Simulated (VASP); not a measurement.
Sr, 2 atoms in the cell. Symmetry: P6_3/mmc, No. 194, hexagonal system. Conventional cell: a = 4.310 Å, b = 4.310 Å, c = 7.050 Å, α = 90.00°, β = 90.00°, γ = 120.00°. Within 5.7 Å of Sr (site symmetry -6m2) lie 12 Sr at 4.31 Å. This isn't the form of Sr at room conditions, which is fcc.

| Item | Value |
| --- | --- |
| Program | VASP 6.6.1 |
| Task | single point |
| Functional | LDA |
| Potentials or basis | VASP PAW LDA potentials, release 64 (Sr_sv) |
| Cutoff | 500 eV |
| k mesh | 6 × 6 × 3 |
| Occupations | methfessel-paxton, width 0.15 eV |
| Spin | no spin polarisation |
| Dipole correction | no |
| Further INCAR settings | ALGO = Normal; EDIFF = 1e-06; NBANDS = 17 |

Potentials or basis: VASP PAW LDA potentials, release 64 (Sr_sv).

Launch:

```sh
$ cat potpaw_LDA.64/Sr_sv/POTCAR > POTCAR
$ mpirun -np 1 vasp_std > vasp.out
```

Hardware: 1 thread of Intel(R) Xeon(R) Platinum 8488C (Sapphire Rapids), on a shared host.

Problem. Estimate the wall time of this run.

Solution. It took 16 s on 1 thread of Intel(R) Xeon(R) Platinum 8488C (Sapphire Rapids), with other jobs on the host, peak memory 0.18 GiB. Counts: scf iterations 11, k points 14.
